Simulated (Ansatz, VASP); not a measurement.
# One calculation of CdH, two programs

INCAR

```
ALGO = Normal
EDIFF = 1E-6
EDIFFG = -0.025
ENCUT = 600
GGA = PE
IBRION = 2
ISIF = 3
ISMEAR = 0
LASPH = True
LCHARG = False
LREAL = False
LWAVE = False
NELM = 100
NSW = 90
PREC = Accurate
SIGMA = 0.1
```

Contents of KPOINTS:

```
k-points
0
Gamma
  12 12 4
```

POSCAR

```
CdH
1.0
    3.2393891861      0.0000000000      0.0000000000
   -1.6196945931      2.8053933279      0.0000000000
    0.0000000000      0.0000000000     13.0143466258
Cd H
4 4
Direct
    1.0000000000      1.0000000000      0.0000000000
    0.3333333333      0.6666666667      0.2500000000
    1.0000000000      1.0000000000      0.5000000000
    0.6666666667      0.3333333333      0.7500000000
    0.0000000000      0.0000000000      0.6517537987
    0.0000000000      0.0000000000      0.3482462013
    0.0000000000      0.0000000000      0.1517537987
    0.0000000000      0.0000000000      0.8482462013
```

Input for Ansatz:

```yaml
crystal:
  lattice:
    - [3.2393891861, 0.0, 0.0]
    - [-1.6196945931, 2.8053933279, 0.0]
    - [0.0, 0.0, 13.0143466258]
  atoms:
    - { symbol: Cd, position: [1.0, 1.0, 0.0] }
    - { symbol: Cd, position: [0.3333333333, 0.6666666667, 0.25] }
    - { symbol: Cd, position: [1.0, 1.0, 0.5] }
    - { symbol: Cd, position: [0.6666666667, 0.3333333333, 0.75] }
    - { symbol: H, position: [0.0, 0.0, 0.6517537987] }
    - { symbol: H, position: [0.0, 0.0, 0.3482462013] }
    - { symbol: H, position: [0.0, 0.0, 0.1517537987] }
    - { symbol: H, position: [0.0, 0.0, 0.8482462013] }
basis:
  ecutwfc: 420
kpoints:
  mp_grid: { grid: [12, 12, 4] }
hamiltonian:
  xc: pbe
scf:
  occupations: { method: gaussian, width: 0.1 }
output:
  forces: true
  stress: true
  eigenvalues: true
relax:
  adjacent_minimum: "off"
  f_tol: 0.025
  max_steps: 70
  cell: { stress_tol: 0.12 }
```

Alike in both runs: task relaxation of cell and atoms; functional PBE; k mesh 12 × 12 × 4; occupations gaussian, width 0.1 eV; no spin polarisation.

```csv
,VASP,Ansatz
version,VASP 6.6.1,Ansatz 0.2.0
potentials or method,"VASP PAW PBE potentials, release 64 (Cd, H), cutoff 600 eV","scalar-relativistic, plane waves, PAW"
valence electrons in the cell,52,84
```

|  | VASP | Ansatz | Ansatz less VASP |
| --- | --- | --- | --- |
| gap on the k mesh at the Fermi level, each at its own relaxed structure (eV) | none | none | - |
| relaxed volume (Å³/atom) | 14.52 | 14.44 | -0.079 |
| relaxed length of the cell vector where the two differ most in proportion (Å) | 3.110 | 3.098 | -0.0115 |

A gap of «none» marks a metal or a gap that the smearing closes. VASP's potentials hold 52 valence electrons a cell and Ansatz's 84, so a difference there can come from the potentials and not from the codes.
